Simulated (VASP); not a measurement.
# Cu (Fm-3m) in VASP: notebook

Cu is run at these levels: PBE; tasks: single point.

Everything below comes from runs of VASP 6.6.1. Logs are shortened: lines on timing, memory, paths and dates and some standing lists are left out, and cuts for length are marked.

## Step 1: The cell of the first run

Symmetry: Fm-3m, No. 225, cubic system. The conventional cell has a = 3.501 Å, b = 3.501 Å, c = 3.501 Å, α = 90.00°, β = 90.00°, γ = 90.00°. Within 3.3 Å of Cu (site symmetry m-3m) lie 12 Cu at 2.48 Å.

## Step 2: Single point, PBE

The input, INCAR:

```
SYSTEM = Cu
PREC = Accurate ; ENCUT = 520
EDIFF = 1E-6 ; ISMEAR = 0
SIGMA = 0.1 ; LREAL = .FALSE.
LASPH = .TRUE. ; NELM = 100
ALGO = Normal ; ISIF = 2
LWAVE = .FALSE. ; LCHARG = .FALSE.
GGA = PE ; NBANDS = 12
```

The input, KPOINTS:

```
Automatic mesh
0
G
  20 20 20
  0 0 0
```

The input, POSCAR:

```
Cu
1.0
    0.0000000000      1.7506150747      1.7506150747
    1.7506150747      0.0000000000      1.7506150747
    1.7506150747      1.7506150747      0.0000000000
Cu
1
Direct
    0.0000000000      0.0000000000      0.0000000000
```

Potentials or basis: VASP PAW PBE potentials, release 64 (Cu).

Launch:

```console
cat potpaw_PBE.64/Cu/POTCAR > POTCAR
mpirun -np 1 vasp_std > vasp.out
```

OUTCAR:

```text
SYSTEM = Cu
   PREC = Accurate
   ENCUT = 520
   EDIFF = 1E-6
   ISMEAR = 0
   LREAL = .FALSE.
   LASPH = .TRUE.
   NELM = 100
   ISIF = 2
   GGA = PE

 ion  position               nearest neighbor table
   1  0.000  0.000  0.000-

  LATTYP: Found a face centered cubic cell.
 ALAT       =     3.5012301494

  Lattice vectors:

 A1 = (   0.0000000000,   1.7506150747,   1.7506150747)
 A2 = (   1.7506150747,   0.0000000000,   1.7506150747)
 A3 = (   1.7506150747,   1.7506150747,   0.0000000000)

Analysis of symmetry for initial positions (statically):
=====================================================================
 Subroutine PRICEL returns:
 Original cell was already a primitive cell.

 Routine SETGRP: Setting up the symmetry group for a
 face centered cubic supercell.

 Subroutine GETGRP returns: Found 48 space group operations
 (whereof 48 operations were pure point group operations)
 out of a pool of 48 trial point group operations.

The static configuration has the point symmetry O_h .

Analysis of symmetry for dynamics (positions and initial velocities):
=====================================================================
 Subroutine PRICEL returns:
 Original cell was already a primitive cell.

 Routine SETGRP: Setting up the symmetry group for a
 face centered cubic supercell.

 Subroutine GETGRP returns: Found 48 space group operations
 (whereof 48 operations were pure point group operations)
 out of a pool of 48 trial point group operations.

The dynamic configuration has the point symmetry O_h .

 Subroutine INISYM returns: Found 48 space group operations
 (whereof 48 operations are pure point group operations),
 and found     1 'primitive' translations

----------------------------------------------------------------------------------------

                                     Primitive cell

  volume of cell :      10.7301

  direct lattice vectors                    reciprocal lattice vectors
     0.000000000  1.750615075  1.750615075    -0.285613901  0.285613901  0.285613901
     1.750615075  0.000000000  1.750615075     0.285613901 -0.285613901  0.285613901
     1.750615075  1.750615075  0.000000000     0.285613901  0.285613901 -0.285613901

  length of vectors
     2.475743581  2.475743581  2.475743581     0.494697787  0.494697787  0.494697787

  position of ions in fractional coordinates (direct lattice)
     0.000000000  0.000000000  0.000000000

  ion indices of the primitive-cell ions
   primitive index   ion index
                 1           1

----------------------------------------------------------------------------------------

 KPOINTS: Automatic mesh

Automatic generation of k-mesh.
 Grid dimensions read from file:
 generate k-points for:   20   20   20

 Generating k-lattice:

  Cartesian coordinates                     Fractional coordinates (reciprocal lattice)
    -0.014280695  0.014280695  0.014280695     0.050000000  0.000000000  0.000000000
     0.014280695 -0.014280695  0.014280695     0.000000000  0.050000000  0.000000000
     0.014280695  0.014280695 -0.014280695     0.000000000  0.000000000  0.050000000

  Length of vectors
     0.024734889  0.024734889  0.024734889

  Shift w.r.t. Gamma in fractional coordinates (k-lattice)
     0.000000000  0.000000000  0.000000000

 Subroutine IBZKPT returns following result:
 ===========================================

 Found    256 irreducible k-points:

 Following reciprocal coordinates:
            Coordinates               Weight
  0.000000  0.000000  0.000000      1.000000
  0.050000  0.000000  0.000000      8.000000
  0.100000  0.000000  0.000000      8.000000
  0.150000  0.000000  0.000000      8.000000
  0.200000  0.000000  0.000000      8.000000
  0.250000  0.000000  0.000000      8.000000
[... 16 lines left out ...]
 -0.400000  0.050000  0.000000     24.000000
 -0.350000  0.050000  0.000000     24.000000
 [... further k-points ...]
   k-points           NKPTS =    256   k-points in BZ     NKDIM =    256   number of bands    NBANDS=     12
   number of dos      NEDOS =    301   number of ions     NIONS =      1
   total plane-waves  NPLWV =   5832
   dimension x,y,z NGX =    18 NGY =   18 NGZ =   18
   dimension x,y,z NGXF=    36 NGYF=   36 NGZF=   36
   ions per type =               1
   NGX,Y,Z   is equivalent  to a cutoff of  12.09, 12.09, 12.09 a.u.
   NGXF,Y,Z  is equivalent  to a cutoff of  24.17, 24.17, 24.17 a.u.
 SYSTEM =  Cu
   PREC   = accura    normal or accurate (medium, high low for compatibility)
   ISTART =      0    job   : 0-new  1-cont  2-samecut
   ICHARG =      2    charge: 1-file 2-atom 10-const
   ISPIN  =      1    spin polarized calculation?
   LNONCOLLINEAR =      F non collinear calculations
   LSORBIT =      F    spin-orbit coupling
   LASPH  =      T    aspherical Exc in radial PAW
   ENCUT  =  520.0 eV  38.22 Ry    6.18 a.u.   4.60  4.60  4.60*2*pi/ulx,y,z
   NELM   =    100;   NELMIN=  2; NELMDL= -5     # of ELM steps
   EDIFF  = 0.1E-05   stopping-criterion for ELM
   LREAL  =      F    real-space projection
   EDIFFG = 0.1E-04   stopping-criterion for IOM
   NSW    =      0    number of steps for IOM
   IBRION =     -1    ionic relax: 0-MD 1-quasi-New 2-CG
   NFREE  =      0    steps in history (QN), initial steepest desc. (CG)
   ISIF   =      2    stress and relaxation
   ISYM   =      2    0-nonsym 1-usesym 2-fastsym
   POTIM  = 0.5000    time-step for ionic-motion
   TEBEG  =    0.0;   TEEND  =   0.0 temperature during run
   PSTRESS=    0.0 pullay stress
   NELECT =      11.0000    total number of electrons
   NUPDOWN=      -1.0000    fix difference up-down
   EMIN   =  10.00;   EMAX   =-10.00  energy-range for DOS
   EFERMI =   0.00;   METHOD = LEGACY
   ISMEAR =     0;   SIGMA  =   0.10  broadening in eV -4-tet -1-fermi 0-gaus
   EFERMI_NEDOS =   21; number of points for ismear=-14 and -15
   IALGO  =     38    algorithm
   IMIX   =      4    mixing-type and parameters
     AMIX     =   0.40;   BMIX     =  1.00
     AMIX_MAG =   1.60;   BMIX_MAG =  1.00
  volume/ion in A,a.u.               =      10.73        72.41
  Fermi-wavevector in a.u.,A,eV,Ry     =   1.650714  3.119396 37.073908  2.724855
  Thomas-Fermi vector in A             =   2.739616
   LORBIT       =      0    0 simple, 1 ext, 2 COOP (PROOUT), +10 PAW based schemes
   GGA     = PE    functional components
   LHFCALC =     F    Hartree Fock is set to
   AEXX    =    0.0000 exact exchange contribution
   IVDW    =     0    specifies the selected vdW correction
   LEPSILON=     F    determine dielectric tensor
   LRPA    =     F    only Hartree local field effects (RPA)
 non-spin polarized calculation
 Gauss-broadening in eV      SIGMA  =   0.10
  energy-cutoff  :      520.00
  volume of cell :       10.73
 maximum number of plane-waves:       303
   NGX =  9   NGY =  9   NGZ =  9

 number of electron      10.9999992 magnetization

 Free energy of the ion-electron system (eV)
  ---------------------------------------------------
  ext. energy  EPLUGINS =         0.00000000
  ---------------------------------------------------
  free energy    TOTEN  =        -3.65593560 eV

  energy without entropy =       -3.65469293  energy(sigma->0) =       -3.65531427

 E-fermi :   8.8257     XC(G=0): -13.2926

 val. band max:        8.8125911530   @ k =  -0.4500   0.1000   0.0000
 cond. band min:       8.8428528864   @ k =   0.5000   0.2500   0.1000
 fundamental gap:      0.0302617334
 Fermi energy:         8.8257181050

 k-point     1 :       0.0000    0.0000    0.0000
  band No.  band energies     occupation
      1      -1.2701      2.00000
      2       5.4989      2.00000
      3       5.4989      2.00000
      4       5.4989      2.00000
      5       6.4531      2.00000
      6       6.4531      2.00000
      7      32.1930      0.00000
      8      35.5993      0.00000
      9      35.5993      0.00000
     10      35.5993      0.00000
     11      38.2129      0.00000
     12      38.2129      0.00000

 k-point     2 :       0.0500    0.0000    0.0000
  band No.  band energies     occupation
      1      -1.1723      2.00000
      2       5.4757      2.00000
      3       5.5190      2.00000
      4       5.5190      2.00000
      5       6.4448      2.00000
      6       6.4448      2.00000
      7      31.7911      0.00000
      8      34.2207      0.00000
      9      35.2937      0.00000
     10      35.2937      0.00000
     11      38.6455      0.00000
     12      38.6455      0.00000

 k-point     3 :       0.1000    0.0000    0.0000
  band No.  band energies     occupation
      1      -0.8819      2.00000
      2       5.4117      2.00000
      3       5.5727      2.00000
      4       5.5727      2.00000
      5       6.4259      2.00000
      6       6.4259      2.00000
      7      29.9797      0.00000
      8      33.2452      0.00000
      9      34.6968      0.00000
     10      34.6968      0.00000
     11      39.5769      0.00000
     12      39.5769      0.00000
[... 286 lines left out ...]
 k-point    23 :      -0.4000    0.0500    0.0000
  band No.  band energies     occupation
      1       3.0851      2.00000
      2       5.4661      2.00000
      3       5.5207      2.00000
      4       6.2598      2.00000
      5       6.9662      2.00000
      6       7.4452      2.00000
      7      14.7969      0.00000
      8      29.7247      0.00000
      9      31.7661      0.00000
     10      32.8442      0.00000
     11      35.6620      0.00000
     12      37.1281      0.00000

 k-point    24 :      -0.3500    0.0500    0.0000
  band No.  band energies     occupation
      1       2.7365      2.00000
      2       5.5252      2.00000
      3       5.5721      2.00000
      4       5.6850      2.00000
      5       6.8160      2.00000
      6       7.1330      2.00000
      7      16.7153      0.00000
      8      29.7198      0.00000
      9      32.1239      0.00000
     10      33.6418      0.00000
     11      35.7186      0.00000
     12      37.6160      0.00000

 [... further k-points ...]
[... 5 lines left out ...]
  --------------------------------------------------------------------------------------
  -------------------------------------------------------------------------------------
  Total        1.3754479      1.3754479      1.3754479      0.0000000      0.0000000      0.0000000
  in kB      205.3774354    205.3774354    205.3774354      0.0000000      0.0000000      0.0000000
  external PRESSURE =     205.3774354 kB  Pullay stress =       0.0000000 kB

 VOLUME and BASIS-vectors are now :
 -----------------------------------------------------------------------------
  energy-cutoff  :      520.00
  volume of cell :       10.73
      direct lattice vectors                 reciprocal lattice vectors
     0.000000000  1.750615075  1.750615075    -0.285613901  0.285613901  0.285613901
     1.750615075  0.000000000  1.750615075     0.285613901 -0.285613901  0.285613901
     1.750615075  1.750615075  0.000000000     0.285613901  0.285613901 -0.285613901

 POSITION                                       TOTAL-FORCE (eV/Angst)
 -----------------------------------------------------------------------------------
      0.00000      0.00000      0.00000        -0.000000     -0.000000      0.000000
 -----------------------------------------------------------------------------------
    total drift:                                0.000000     -0.000000      0.000000

  FREE ENERGIE OF THE ION-ELECTRON SYSTEM (eV)
  ---------------------------------------------------
  free  energy   TOTEN  =        -3.6559355993 eV

  energy  without entropy=       -3.6546929333  energy(sigma->0) =       -3.65531427
```

Run time: 32 s. Hardware: 1 thread of AMD EPYC 7R43 (Zen 3), shared host; peak memory 0.1 GiB.

Results:

```yaml
Free_energy: -3.6559 eV
Pressure: 20.5 GPa
```

## Step 3: Single point, PBE

This run uses another cell than the first one, of 11.25 Å³/atom, 1.048 times its volume.

The input, INCAR:

```
ALGO = Normal
EDIFF = 1E-7
ENCUT = 520
GGA = PE
ISIF = 2
ISMEAR = 0
LASPH = True
LCHARG = False
LREAL = False
LWAVE = False
NBANDS = 12
NELM = 80
PREC = Accurate
SIGMA = 0.1
```

The input, KPOINTS:

```
k-points
0
Gamma
  20 20 20
```

The input, POSCAR:

```
Cu
1.0
    0.0000000000      1.7784231700      1.7784231700
    1.7784231700      0.0000000000      1.7784231700
    1.7784231700      1.7784231700      0.0000000000
Cu
1
Direct
    0.0000000000      0.0000000000      0.0000000000
```

Potentials or basis: VASP PAW PBE potentials, release 64 (Cu).

Launch:

```console
cat potpaw_PBE.64/Cu/POTCAR > POTCAR
mpirun -np 1 vasp_std > vasp.out
```

Run time: 46 s. Hardware: 1 thread of AMD EPYC 7R43 (Zen 3), shared host; peak memory 0.11 GiB.

Results (log left out):

```
Free energy : -3.7059 eV
Pressure    : 10.5 GPa
```

Levels at points of the mesh, in eV from the Fermi level:
| k point | band 4 | band 5 | band 6 | band 7 | band 8 | band 9 |
| --- | --- | --- | --- | --- | --- | --- |
| (0.00, 0.00, 0.00) | -3.16 | -2.27 | -2.27 | 23.00 | 26.03 | 26.03 |
| (0.50, 0.00, 0.00) | -1.66 | -1.66 | -1.13 | 4.03 | 21.47 | 22.86 |
| (0.50, 0.50, 0.00) | -1.50 | -1.50 | 1.48 | 7.48 | 13.49 | 13.49 |

(Continued in part 2 of 2.)
